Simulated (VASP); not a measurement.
# Mo6F in VASP: single point with PBE+D3(BJ)

Aim: the single point of Mo6F with PBE+D3(BJ).

Program: VASP 6.6.1. These are calculated values, not measurements. Logs are shortened: lines on timing, memory, paths and dates and some standing lists are left out, and cuts for length are marked.

### Step 1. The cell of the first run

The cell holds a slab with vacuum, 7 atoms: a = 4.427 Å, b = 4.427 Å, c = 21.669 Å, α = 90.00°, β = 90.00°, γ = 120.00°.

### Step 2. Single point, PBE+D3(BJ)

File INCAR:

```
PREC = Accurate ; ENCUT = 520
EDIFF = 1E-7 ; ISMEAR = 0
SIGMA = 0.1 ; LREAL = F
LASPH = T ; NELM = 80
ALGO = Normal ; ISIF = 2
LWAVE = F ; LCHARG = T
LDIPOL = T ; IDIPOL = 3
DIPOL = 0.5 0.5 0.322 ; GGA = PE
IVDW = 12 ; LELF = T
LVHAR = T ; LVACPOTAV = T
NBANDS = 54
```

File KPOINTS:

```
Automatic mesh
0
Gamma
  6 6 1
```

File POSCAR:

```
Mo6F
1.0
    4.4268425262      0.0000000000      0.0000000000
   -2.2134212631      3.8337580862      0.0000000000
    0.0000000000      0.0000000000     21.6689391331
Mo F
6 1
Direct
    0.6666666667      0.3333333333      0.1845960236
    0.3333333333      0.6666666667      0.2262974396
    0.0000000000      0.0000000000      0.2679988557
    0.6666666667      0.3333333333      0.3077476805
    0.3333333333      0.6666666667      0.3449667290
    0.0000000000      0.0000000000      0.3816033209
    0.0000000000      0.0000000000      0.5385099410
```

Potentials or basis: VASP PAW PBE potentials, release 64 (Mo_sv, F).

Run with:

```sh
$ cat potpaw_PBE.64/Mo_sv/POTCAR potpaw_PBE.64/F/POTCAR > POTCAR
$ mpirun -np 1 vasp_std > vasp.out
```

OUTCAR:

```text
PREC = Accurate
   ENCUT = 520
   EDIFF = 1E-7
   ISMEAR = 0
   LREAL = F
   LASPH = T
   NELM = 80
   ISIF = 2
   GGA = PE
   IVDW = 12
 IVDW          = 12

 ion  position               nearest neighbor table
   1  0.667  0.333  0.185-   4 2.67   2 2.71   2 2.71   2 2.71   3 3.13   3 3.13   3 3.13
   2  0.333  0.667  0.226-   5 2.57   1 2.71   1 2.71   3 2.71   1 2.71   3 2.71   3 2.71   4 3.11
                             4 3.11   4 3.11
   3  0.000  0.000  0.268-   6 2.46   4 2.70   4 2.70   4 2.70   2 2.71   2 2.71   2 2.71   5 3.05
                             5 3.05   5 3.05   1 3.13   1 3.13   1 3.13
   4  0.667  0.333  0.308-   1 2.67   5 2.68   5 2.68   5 2.68   3 2.70   3 2.70   3 2.70   6 3.02
                             6 3.02   6 3.02   2 3.11   2 3.11   2 3.11
   5  0.333  0.667  0.345-   2 2.57   6 2.68   6 2.68   6 2.68   4 2.68   4 2.68   4 2.68   3 3.05
                             3 3.05   3 3.05
   6  0.000  0.000  0.382-   3 2.46   5 2.68   5 2.68   5 2.68   4 3.02   4 3.02   4 3.02
   7  0.000  0.000  0.539-

  LATTYP: Found a hexagonal cell.
 ALAT       =     4.4268425262
 C/A-ratio  =     4.8948972106

  Lattice vectors:

 A1 = (   4.4268425262,   0.0000000000,   0.0000000000)
 A2 = (  -2.2134212631,   3.8337580862,   0.0000000000)
 A3 = (   0.0000000000,   0.0000000000,  21.6689391331)

Analysis of symmetry for initial positions (statically):
=====================================================================
 Subroutine PRICEL returns:
 Original cell was already a primitive cell.

 Routine SETGRP: Setting up the symmetry group for a
 hexagonal supercell.

 Subroutine GETGRP returns: Found  6 space group operations
 (whereof  6 operations were pure point group operations)
 out of a pool of 24 trial point group operations.

The static configuration has the point symmetry C_3v.

Analysis of symmetry for dynamics (positions and initial velocities):
=====================================================================
 Subroutine PRICEL returns:
 Original cell was already a primitive cell.

 Routine SETGRP: Setting up the symmetry group for a
 hexagonal supercell.

 Subroutine GETGRP returns: Found  6 space group operations
 (whereof  6 operations were pure point group operations)
 out of a pool of 24 trial point group operations.

The dynamic configuration has the point symmetry C_3v.

 Subroutine INISYM returns: Found  6 space group operations
 (whereof  6 operations are pure point group operations),
 and found     1 'primitive' translations

----------------------------------------------------------------------------------------

                                     Primitive cell

[... 96 lines left out ...]
   EFERMI =   0.00;   METHOD = LEGACY
   ISMEAR =     0;   SIGMA  =   0.10  broadening in eV -4-tet -1-fermi 0-gaus
   EFERMI_NEDOS =   21; number of points for ismear=-14 and -15
   IALGO  =     38    algorithm
   IMIX   =      4    mixing-type and parameters
     AMIX     =   0.40;   BMIX     =  1.00
     AMIX_MAG =   1.60;   BMIX_MAG =  1.00
  volume/ion in A,a.u.               =      52.54       354.53
  Fermi-wavevector in a.u.,A,eV,Ry     =   1.027787  1.942236 14.372464  1.056346
  Thomas-Fermi vector in A             =   2.161750
   LORBIT       =      0    0 simple, 1 ext, 2 COOP (PROOUT), +10 PAW based schemes
   GGA     = PE    functional components
   LHFCALC =     F    Hartree Fock is set to
   AEXX    =    0.0000 exact exchange contribution
   IVDW    =    12    specifies the selected vdW correction
   LEPSILON=     F    determine dielectric tensor
   LRPA    =     F    only Hartree local field effects (RPA)
 non-spin polarized calculation
 Gauss-broadening in eV      SIGMA  =   0.10
  energy-cutoff  :      520.00
  volume of cell :      367.75
 maximum number of plane-waves:      9946
 NGX is ok and might be reduce to    36
   NGX = 17   NGY = 17   NGZ = 81

 dipolmoment           0.000000      0.000000     -0.004604 electrons x Angstroem

 number of electron      91.0000016 magnetization

 dipolmoment           0.000000      0.000000      0.644378 electrons x Angstroem

 Free energy of the ion-electron system (eV)
  ---------------------------------------------------
  ext. energy  EPLUGINS =         0.00000000
  ---------------------------------------------------
  free energy    TOTEN  =       -60.57205243 eV

  energy without entropy =      -60.48819250  energy(sigma->0) =      -60.53012246

 E-fermi :  -1.5704     XC(G=0):  -4.8515

 val. band max:       -1.6210149168   @ k =   0.0000   0.0000   0.0000
 cond. band min:      -1.5658157430   @ k =   0.3333  -0.0000   0.0000
 fundamental gap:      0.0551991738
 Fermi energy:        -1.5703879146

 k-point     1 :       0.0000    0.0000    0.0000
  band No.  band energies     occupation
      1     -62.7203      2.00000
      2     -62.4821      2.00000
      3     -62.4322      2.00000
      4     -62.4095      2.00000
      5     -62.2615      2.00000
      6     -62.2033      2.00000
[... 388 lines left out ...]
     53      -0.0742      0.00000
     54      -0.0717      0.00000

------------------------ aborting loop because EDIFF is reached ----------------------------------------

 Edisp (eV)   -2.72907

 E8    (eV) :    -1.3470

  FORCE on cell =-STRESS in cart. coord.  units (eV):
  Direction    XX          YY          ZZ          XY          YZ          ZX
  --------------------------------------------------------------------------------------
  -------------------------------------------------------------------------------------
  Total      -5.99152    -5.99152    -5.48979     0.00000     0.00000     0.00000
  in kB     -26.10305   -26.10305   -23.91716     0.00000     0.00000     0.00000
  external pressure =      -25.37 kB  Pullay stress =        0.00 kB

 VOLUME and BASIS-vectors are now :
 -----------------------------------------------------------------------------
  energy-cutoff  :      520.00
  volume of cell :      367.75
      direct lattice vectors                 reciprocal lattice vectors
     4.426842526  0.000000000  0.000000000     0.225894640  0.130420331  0.000000000
    -2.213421263  3.833758086  0.000000000     0.000000000  0.260840663  0.000000000
     0.000000000  0.000000000 21.668939133     0.000000000  0.000000000  0.046149006

 POSITION                                       TOTAL-FORCE (eV/Angst)
 -----------------------------------------------------------------------------------
      2.21342      1.27792      4.00000        -0.000000      0.000000      1.380718
     -0.00000      2.55584      4.90363        -0.000000      0.000000     -0.137421
      0.00000      0.00000      5.80725         0.000000     -0.000000     -1.460139
      2.21342      1.27792      6.66857         0.000000     -0.000000     -0.416848
     -0.00000      2.55584      7.47506         0.000000      0.000000     -0.059191
      0.00000      0.00000      8.26894        -0.000000      0.000000      1.976484
      0.00000      0.00000     11.66894         0.000000      0.000000     -1.283602
 -----------------------------------------------------------------------------------
    total drift:                               -0.000000      0.000000      0.000913

  FREE ENERGIE OF THE ION-ELECTRON SYSTEM (eV)
  ---------------------------------------------------
  free  energy   TOTEN  =       -63.3011224168 eV

  energy  without entropy=      -63.2172624851  energy(sigma->0) =      -63.25919245

 vacuum level on the upper side and lower side of the slab         8.853         1.982
```

OSZICAR:

```text
N       E                     dE             d eps       ncg     rms          rms(c)
DAV:   1     0.884776621903E+03    0.88478E+03   -0.55913E+04  1020   0.146E+03
DAV:   2    -0.259136994058E+02   -0.91069E+03   -0.88988E+03   890   0.424E+02
DAV:   3    -0.684893672174E+02   -0.42576E+02   -0.41588E+02   980   0.778E+01
[... 13 lines left out ...]
DAV:  58    -0.605720502642E+02    0.51930E-05   -0.24925E-05   640   0.371E-03    0.155E-02
DAV:  59    -0.605720524549E+02   -0.21907E-05   -0.67655E-06   638   0.312E-03    0.155E-02
DAV:  60    -0.605720514926E+02    0.96228E-06   -0.38907E-06   616   0.130E-03    0.933E-03
DAV:  61    -0.605720523818E+02   -0.88922E-06   -0.16621E-06   552   0.174E-03    0.533E-03
DAV:  62    -0.605720524300E+02   -0.48196E-07   -0.46156E-07   502   0.575E-04
   1 F= -.63301122E+02 E0= -.63259192E+02  d E =-.838599E-01
```

stdout:

```text
POSCAR found type information on POSCAR MoF
 POSCAR found :  2 types and       7 ions
 scaLAPACK will be used
 LDA part: xc-table for (Slater+PW92), standard interpolation
 POSCAR, INCAR and KPOINTS ok, starting setup
 FFT: planning ... GRIDC
 FFT: planning ... GRID_SOFT
 FFT: planning ... GRID
 WAVECAR not read
 entering main loop
 -----------------------------------------------------------------------------
|                                                                             |
|           W    W    AA    RRRRR   N    N  II  N    N   GGGG   !!!           |
|           W    W   A  A   R    R  NN   N  II  NN   N  G    G  !!!           |
|           W    W  A    A  R    R  N N  N  II  N N  N  G       !!!           |
|           W WW W  AAAAAA  RRRRR   N  N N  II  N  N N  G  GGG   !            |
|           WW  WW  A    A  R   R   N   NN  II  N   NN  G    G                |
|           W    W  A    A  R    R  N    N  II  N    N   GGGG   !!!           |
|                                                                             |
|     Did not find any points to average over, which means that no vacuum     |
|     field-free region was found. Please increase the size of  your cell     |
|     in the dimension of the dipole correction to obtain accurate            |
|     workfunction values.                                                    |
|                                                                             |
 -----------------------------------------------------------------------------
```

It took 11 min on 1 thread of Intel Xeon Platinum 8375C at 2.90GHz (Ice Lake), shared host; peak memory 0.54 GiB.

Results:

```yaml
Free_energy: -63.3011 eV
Largest_force: 1.976 eV/Å
Dispersion_energy_per_atom: -0.390 eV
```

Forces in eV/Å, atoms in the order of the input:
```
Mo   0.000  0.000  1.381
Mo   0.000  0.000 -0.137
Mo   0.000  0.000 -1.460
Mo   0.000  0.000 -0.417
Mo   0.000  0.000 -0.059
Mo   0.000  0.000  1.976
F    0.000  0.000 -1.284
```

Caveat: an odd number of electrons without spin polarisation forces a metal; a magnetic or distorted state may lie lower.
